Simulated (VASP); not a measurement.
# Y (P6_3/mmc) in VASP: single point with PBE

Aim: the single point of Y with PBE.

Program: VASP 6.6.1. These are calculated values, not measurements. Logs are shortened: lines on timing, memory, paths and dates and some standing lists are left out, and cuts for length are marked.

## (1) The cell of the first run

It takes space group P6_3/mmc (No. 194, hexagonal). The conventional cell has a = 3.647 Å, b = 3.647 Å, c = 5.731 Å, α = 90.00°, β = 90.00°, γ = 120.00°. Within 4.7 Å of Y (site symmetry -6m2) lie 12 Y at 3.56 to 3.65 Å.

## (2) Single point, PBE

Contents of INCAR:

```
SYSTEM = Y
PREC = Accurate
ENCUT = 500
EDIFF = 1E-6
ISMEAR = -1
SIGMA = 0.1
LREAL = .FALSE.
LASPH = .TRUE.
NELM = 120
ALGO = Normal
ISIF = 2
LWAVE = .FALSE.
LCHARG = .FALSE.
GGA = PE
NBANDS = 18
GGA_COMPAT = .FALSE.
```

Contents of KPOINTS:

```
Automatic mesh
0
G
  6 6 3
  0 0 0
```

Contents of POSCAR:

```
Y
1.0
    3.6474000000      0.0000000000      0.0000000000
   -1.8237000000      3.1587410578      0.0000000000
    0.0000000000      0.0000000000      5.7306000000
Y
2
Direct
    0.3333333333      0.6666666667      0.2500000000
    0.6666666667      0.3333333333      0.7500000000
```

Potentials or basis: VASP PAW PBE potentials, release 64 (Y_sv).

Launch:

```console
$ cat potpaw_PBE.64/Y_sv/POTCAR > POTCAR
$ mpirun -np 1 vasp_std > vasp.out
```

OUTCAR:

```text
SYSTEM = Y
   PREC = Accurate
   ENCUT = 500
   EDIFF = 1E-6
   ISMEAR = -1
   LREAL = .FALSE.
   LASPH = .TRUE.
   NELM = 120
   ISIF = 2
   GGA = PE

 ion  position               nearest neighbor table
   1  0.333  0.667  0.250-   2 3.56   2 3.56   2 3.56   2 3.56   2 3.56   2 3.56
   2  0.667  0.333  0.750-   1 3.56   1 3.56   1 3.56   1 3.56   1 3.56   1 3.56

  LATTYP: Found a hexagonal cell.
 ALAT       =     3.6474000000
 C/A-ratio  =     1.5711465702

  Lattice vectors:

 A1 = (   3.6474000000,   0.0000000000,   0.0000000000)
 A2 = (  -1.8237000000,   3.1587410578,   0.0000000000)
 A3 = (   0.0000000000,   0.0000000000,   5.7306000000)

Analysis of symmetry for initial positions (statically):
=====================================================================
 Subroutine PRICEL returns:
 Original cell was already a primitive cell.

 Routine SETGRP: Setting up the symmetry group for a
 hexagonal supercell.

 Subroutine GETGRP returns: Found 24 space group operations
 (whereof 12 operations were pure point group operations)
 out of a pool of 24 trial point group operations.

The static configuration has the point symmetry D_3d.
 The point group associated with its full space group is D_6h.

Analysis of symmetry for dynamics (positions and initial velocities):
=====================================================================
 Subroutine PRICEL returns:
 Original cell was already a primitive cell.

 Routine SETGRP: Setting up the symmetry group for a
 hexagonal supercell.

 Subroutine GETGRP returns: Found 24 space group operations
 (whereof 12 operations were pure point group operations)
 out of a pool of 24 trial point group operations.

The dynamic configuration has the point symmetry D_3d.
 The point group associated with its full space group is D_6h.

 Subroutine INISYM returns: Found 24 space group operations
 (whereof 12 operations are pure point group operations),
 and found     1 'primitive' translations

----------------------------------------------------------------------------------------

                                     Primitive cell

  volume of cell :      66.0233

  direct lattice vectors                    reciprocal lattice vectors
     3.647400000  0.000000000  0.000000000     0.274167900  0.158290911  0.000000000
    -1.823700000  3.158741058  0.000000000     0.000000000  0.316581822  0.000000000
     0.000000000  0.000000000  5.730600000     0.000000000  0.000000000  0.174501797

  length of vectors
     3.647400000  3.647400000  5.730600000     0.316581822  0.316581822  0.174501797

  position of ions in fractional coordinates (direct lattice)
     0.333333333  0.666666667  0.250000000
     0.666666667  0.333333333  0.750000000

  ion indices of the primitive-cell ions
   primitive index   ion index
                 1           1
                 2           2

----------------------------------------------------------------------------------------

 KPOINTS: Automatic mesh

Automatic generation of k-mesh.
 Grid dimensions read from file:
 generate k-points for:    6    6    3

 Generating k-lattice:

  Cartesian coordinates                     Fractional coordinates (reciprocal lattice)
     0.045694650  0.026381819  0.000000000     0.166666667  0.000000000  0.000000000
     0.000000000  0.052763637  0.000000000     0.000000000  0.166666667  0.000000000
     0.000000000  0.000000000  0.058167266     0.000000000  0.000000000  0.333333333

  Length of vectors
     0.052763637  0.052763637  0.058167266

  Shift w.r.t. Gamma in fractional coordinates (k-lattice)
     0.000000000  0.000000000  0.000000000

 Subroutine IBZKPT returns following result:
 ===========================================

 Found     14 irreducible k-points:

 Following reciprocal coordinates:
            Coordinates               Weight
  0.000000  0.000000  0.000000      1.000000
  0.166667  0.000000  0.000000      6.000000
  0.333333 -0.000000  0.000000      6.000000
  0.500000 -0.000000  0.000000      3.000000
  0.166667  0.166667  0.000000      6.000000
  0.333333  0.166667  0.000000     12.000000
  0.333333  0.333333  0.000000      2.000000
  0.000000  0.000000  0.333333      2.000000
  0.166667  0.000000  0.333333     12.000000
  0.333333 -0.000000  0.333333     12.000000
  0.500000 -0.000000  0.333333      6.000000
  0.166667  0.166667  0.333333     12.000000
  0.333333  0.166667  0.333333     24.000000
  0.333333  0.333333  0.333333      4.000000
   k-points           NKPTS =     14   k-points in BZ     NKDIM =     14   number of bands    NBANDS=     18
   number of dos      NEDOS =    301   number of ions     NIONS =      2
   total plane-waves  NPLWV =  32928
   dimension x,y,z NGX =    28 NGY =   28 NGZ =   42
   dimension x,y,z NGXF=    56 NGYF=   56 NGZF=   84
   ions per type =               2
   NGX,Y,Z   is equivalent  to a cutoff of  12.76, 12.76, 12.18 a.u.
   NGXF,Y,Z  is equivalent  to a cutoff of  25.52, 25.52, 24.37 a.u.
 SYSTEM =  Y
   PREC   = accura    normal or accurate (medium, high low for compatibility)
   ISTART =      0    job   : 0-new  1-cont  2-samecut
   ICHARG =      2    charge: 1-file 2-atom 10-const
   ISPIN  =      1    spin polarized calculation?
   LNONCOLLINEAR =      F non collinear calculations
   LSORBIT =      F    spin-orbit coupling
   LASPH  =      T    aspherical Exc in radial PAW
   ENCUT  =  500.0 eV  36.75 Ry    6.06 a.u.   6.65  6.65 10.45*2*pi/ulx,y,z
   NELM   =    120;   NELMIN=  2; NELMDL= -5     # of ELM steps
   EDIFF  = 0.1E-05   stopping-criterion for ELM
   LREAL  =      F    real-space projection
   EDIFFG = 0.1E-04   stopping-criterion for IOM
   NSW    =      0    number of steps for IOM
   IBRION =     -1    ionic relax: 0-MD 1-quasi-New 2-CG
   NFREE  =      0    steps in history (QN), initial steepest desc. (CG)
   ISIF   =      2    stress and relaxation
   ISYM   =      2    0-nonsym 1-usesym 2-fastsym
   POTIM  = 0.5000    time-step for ionic-motion
   TEBEG  =    0.0;   TEEND  =   0.0 temperature during run
   PSTRESS=    0.0 pullay stress
   NELECT =      22.0000    total number of electrons
   NUPDOWN=      -1.0000    fix difference up-down
   EMIN   =  10.00;   EMAX   =-10.00  energy-range for DOS
   EFERMI =   0.00;   METHOD = LEGACY
   ISMEAR =    -1;   SIGMA  =   0.10  broadening in eV -4-tet -1-fermi 0-gaus
   EFERMI_NEDOS =   21; number of points for ismear=-14 and -15
   IALGO  =     38    algorithm
   IMIX   =      4    mixing-type and parameters
     AMIX     =   0.40;   BMIX     =  1.00
     AMIX_MAG =   1.60;   BMIX_MAG =  1.00
  volume/ion in A,a.u.               =      33.01       222.77
  Fermi-wavevector in a.u.,A,eV,Ry     =   1.134967  2.144777 17.526345  1.288150
  Thomas-Fermi vector in A             =   2.271671
   LORBIT       =      0    0 simple, 1 ext, 2 COOP (PROOUT), +10 PAW based schemes
   GGA     = PE    functional components
   LHFCALC =     F    Hartree Fock is set to
   AEXX    =    0.0000 exact exchange contribution
   IVDW    =     0    specifies the selected vdW correction
   LEPSILON=     F    determine dielectric tensor
   LRPA    =     F    only Hartree local field effects (RPA)
 non-spin polarized calculation
  energy-cutoff  :      500.00
  volume of cell :       66.02
 maximum number of plane-waves:      1701
 NGX is ok and might be reduce to    28
   NGX = 13   NGY = 13   NGZ = 21

 number of electron      21.9999999 magnetization

 Free energy of the ion-electron system (eV)
  ---------------------------------------------------
  ext. energy  EPLUGINS =         0.00000000
  ---------------------------------------------------
  free energy    TOTEN  =       -12.93453686 eV

  energy without entropy =      -12.81777154  energy(sigma->0) =      -12.87615420

 E-fermi :   2.9625     XC(G=0):  -9.4055

 val. band max:        2.9294306725   @ k =   0.5000  -0.0000   0.3333
 cond. band min:       3.0672575794   @ k =   0.1667   0.1667   0.0000
 fundamental gap:      0.1378269069
 Fermi energy:         2.9625214323

 k-point     1 :       0.0000    0.0000    0.0000
  band No.  band energies     occupation
      1     -39.7129      2.00000
      2     -39.6417      2.00000
      3     -19.9858      2.00000
      4     -19.5128      2.00000
      5     -19.5128      2.00000
      6     -19.4256      2.00000
[... 10 lines left out ...]
     17       5.7642      0.00000
     18       5.7642      0.00000

 k-point     2 :       0.1667    0.0000    0.0000
  band No.  band energies     occupation
      1     -39.7002      2.00000
      2     -39.6373      2.00000
      3     -19.9390      2.00000
      4     -19.6047      2.00000
      5     -19.5433      2.00000
      6     -19.5207      2.00000
[... 10 lines left out ...]
     17       5.6620      0.00000
     18       5.8344      0.00000

 k-point     3 :       0.3333   -0.0000    0.0000
  band No.  band energies     occupation
      1     -39.6721      2.00000
      2     -39.6311      2.00000
      3     -19.8248      2.00000
      4     -19.7900      2.00000
      5     -19.6985      2.00000
      6     -19.6003      2.00000
[... 10 lines left out ...]
     17       6.8150      0.00000
     18       7.1348      0.00000

 k-point     4 :       0.5000   -0.0000    0.0000
  band No.  band energies     occupation
      1     -39.6547      2.00000
      2     -39.6313      2.00000
      3     -19.8826      2.00000
      4     -19.7825      2.00000
      5     -19.7395      2.00000
      6     -19.6274      2.00000
[... 10 lines left out ...]
     17       8.3273      0.00000
     18       8.4354      0.00000

 k-point     5 :       0.1667    0.1667    0.0000
  band No.  band energies     occupation
      1     -39.6796      2.00000
      2     -39.6322      2.00000
      3     -19.8575      2.00000
      4     -19.7013      2.00000
      5     -19.6913      2.00000
      6     -19.5668      2.00000
[... 10 lines left out ...]
     17       6.3670      0.00000
     18       6.9997      0.00000

 k-point     6 :       0.3333    0.1667    0.0000
  band No.  band energies     occupation
      1     -39.6548      2.00000
      2     -39.6312      2.00000
      3     -19.8346      2.00000
      4     -19.7533      2.00000
      5     -19.7410      2.00000
      6     -19.6556      2.00000
[... 10 lines left out ...]
     17       7.6749      0.00000
     18       8.1655      0.00000

 k-point     7 :       0.3333    0.3333    0.0000
  band No.  band energies     occupation
      1     -39.6387      2.00000
      2     -39.6387      2.00000
      3     -19.8155      2.00000
      4     -19.7260      2.00000
      5     -19.7260      2.00000
      6     -19.6388      2.00000
[... 10 lines left out ...]
     17       7.6040      0.00000
     18       8.0571      0.00000

 k-point     8 :       0.0000    0.0000    0.3333
  band No.  band energies     occupation
      1     -39.6952      2.00000
      2     -39.6596      2.00000
      3     -19.8460      2.00000
      4     -19.5541      2.00000
      5     -19.4911      2.00000
      6     -19.4911      2.00000
[... 10 lines left out ...]
     17       6.6547      0.00000
     18       6.6547      0.00000

 k-point     9 :       0.1667    0.0000    0.3333
  band No.  band energies     occupation
      1     -39.6845      2.00000
      2     -39.6531      2.00000
      3     -19.8367      2.00000
      4     -19.6281      2.00000
      5     -19.5594      2.00000
      6     -19.5173      2.00000
[... 10 lines left out ...]
     17       6.5214      0.00000
     18       6.6213      0.00000

 k-point    10 :       0.3333   -0.0000    0.3333
  band No.  band energies     occupation
      1     -39.6619      2.00000
      2     -39.6414      2.00000
      3     -19.8788      2.00000
      4     -19.7983      2.00000
      5     -19.6244      2.00000
      6     -19.5673      2.00000
[... 10 lines left out ...]
     17       7.0548      0.00000
     18       7.1786      0.00000

 k-point    11 :       0.5000   -0.0000    0.3333
  band No.  band energies     occupation
      1     -39.6488      2.00000
      2     -39.6371      2.00000
      3     -19.9392      2.00000
      4     -19.8807      2.00000
      5     -19.6079      2.00000
      6     -19.5915      2.00000
[... 10 lines left out ...]
     17       8.1051      0.00000
     18       8.2734      0.00000

 k-point    12 :       0.1667    0.1667    0.3333
  band No.  band energies     occupation
      1     -39.6678      2.00000
      2     -39.6441      2.00000
      3     -19.8463      2.00000
      4     -19.7477      2.00000
      5     -19.6066      2.00000
      6     -19.5834      2.00000
[... 10 lines left out ...]
     17       6.8578      0.00000
     18       7.0990      0.00000

 k-point    13 :       0.3333    0.1667    0.3333
  band No.  band energies     occupation
      1     -39.6489      2.00000
      2     -39.6371      2.00000
      3     -19.8933      2.00000
      4     -19.8471      2.00000
      5     -19.6709      2.00000
      6     -19.6025      2.00000
[... 10 lines left out ...]
     17       7.3764      0.00000
     18       8.3789      0.00000

 k-point    14 :       0.3333    0.3333    0.3333
  band No.  band energies     occupation
      1     -39.6387      2.00000
      2     -39.6387      2.00000
      3     -19.8389      2.00000
      4     -19.8389      2.00000
      5     -19.7689      2.00000
      6     -19.6741      2.00000
[... 10 lines left out ...]
     17       7.5457      0.00000
     18       7.5457      0.00000

------------------------ aborting loop because EDIFF is reached ----------------------------------------

  FORCE on cell =-STRESS in cart. coord.  units (eV):
  Direction    XX          YY          ZZ          XY          YZ          ZX
  --------------------------------------------------------------------------------------
  -------------------------------------------------------------------------------------
  Total       -0.1462353     -0.1462353     -0.2344742      0.0000000      0.0000000     -0.0000000
  in kB       -3.5486676     -3.5486676     -5.6899465      0.0000000      0.0000000     -0.0000000
  external PRESSURE =      -4.2624272 kB  Pullay stress =       0.0000000 kB

 VOLUME and BASIS-vectors are now :
 -----------------------------------------------------------------------------
  energy-cutoff  :      500.00
  volume of cell :       66.02
      direct lattice vectors                 reciprocal lattice vectors
     3.647400000  0.000000000  0.000000000     0.274167900  0.158290911  0.000000000
    -1.823700000  3.158741058  0.000000000     0.000000000  0.316581822  0.000000000
     0.000000000  0.000000000  5.730600000     0.000000000  0.000000000  0.174501797

 POSITION                                       TOTAL-FORCE (eV/Angst)
 -----------------------------------------------------------------------------------
     -0.00000      2.10583      1.43265         0.000000     -0.000000      0.000000
      1.82370      1.05291      4.29795        -0.000000      0.000000      0.000000
 -----------------------------------------------------------------------------------
    total drift:                               -0.000000      0.000000     -0.000000

  FREE ENERGIE OF THE ION-ELECTRON SYSTEM (eV)
  ---------------------------------------------------
  free  energy   TOTEN  =       -12.9345368575 eV

  energy  without entropy=      -12.8177715426  energy(sigma->0) =      -12.87615420
```

It took 35 s on 1 thread of Intel Xeon 8259CL, shared host; peak memory 0.15 GiB.

What came out:

```
Free energy            : -12.9345 eV
Pressure               : -0.4 GPa
Band gap on the k mesh : zero (bands 11 and 12 overlap by 1.30 eV)
```

Levels at points of the mesh, in eV from the Fermi level:
| k point | band 8 | band 9 | band 10 | band 11 | band 12 | band 13 | band 14 | band 15 |
| --- | --- | --- | --- | --- | --- | --- | --- | --- |
| (0.00, 0.00, 0.00) | -22.36 | -4.67 | -1.83 | 0.87 | 1.77 | 1.77 | 2.05 | 2.37 |
| (0.50, 0.00, 0.00) | -22.44 | -1.65 | -1.16 | -0.79 | -0.09 | 1.40 | 1.49 | 2.07 |

Caveat: the k points lie up to 0.37 Å⁻¹ apart, too coarse for converged energies and pressures of a metal.

The gap in the log of VASP goes by the Fermi energy; the results here count the filled bands.